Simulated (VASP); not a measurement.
Wanted: the native input for a VASP 6.6.1 run.

| Property | Result |
| --- | --- |
| Task | single point |
| Functional | PBE |
| Potentials or basis | VASP PAW PBE potentials, release 64 (Be, S) |
| Cutoff | 520 eV |
| k mesh | 9 × 9 × 4 |
| Occupations | gaussian, width 0.01 eV |
| Spin | no spin polarisation |
| Dipole correction | no |
| Further INCAR settings | ALGO = Normal; EDIFF = 1e-06; NBANDS = 16 |

The structure of BeS lies in POSCAR:

```
BeS
1.0
    3.2331080886      0.0000000000      0.0000000000
   -1.6165540443      2.7999537379      0.0000000000
    0.0000000000      0.0000000000      5.1398208452
Be S
2 2
Direct
    0.0000000000      0.0000000000      0.0000000000
    0.0000000000      0.0000000000      0.5000000000
    0.3333333333      0.6666666667      0.2500000000
    0.6666666667      0.3333333333      0.7500000000
```

This cell differs from its parent crystal: volume changed by -6%.

One way to write it, as run:

INCAR

```
SYSTEM = BeS
PREC = Accurate
ENCUT = 520
EDIFF = 1E-6
ISMEAR = 0
SIGMA = 0.01
LREAL = .False.
LASPH = .True.
NELM = 80
ALGO = Normal
ISIF = 2
LWAVE = .False.
LCHARG = .True.
GGA = PE
LELF = .True.
LVHAR = .True.
NBANDS = 16
```

KPOINTS

```
Automatic mesh
0
Gamma
  9 9 4
  0 0 0
```

Potentials or basis: VASP PAW PBE potentials, release 64 (Be, S).

Command:

```sh
$ cat potpaw_PBE.64/Be/POTCAR potpaw_PBE.64/S/POTCAR > POTCAR
$ mpirun -np 1 vasp_std > vasp.out
```

Results of the run:

| Property | Result |
| --- | --- |
| Pressure | 7.5 GPa |
| Band gap on the k mesh | 1.40 eV, indirect (least direct gap 3.54 eV) |

Wall time 9.7 s on 1 thread of Intel(R) Xeon(R) Platinum 8559C (Emerald Rapids), with other jobs on the host, peak memory 0.16 GiB.
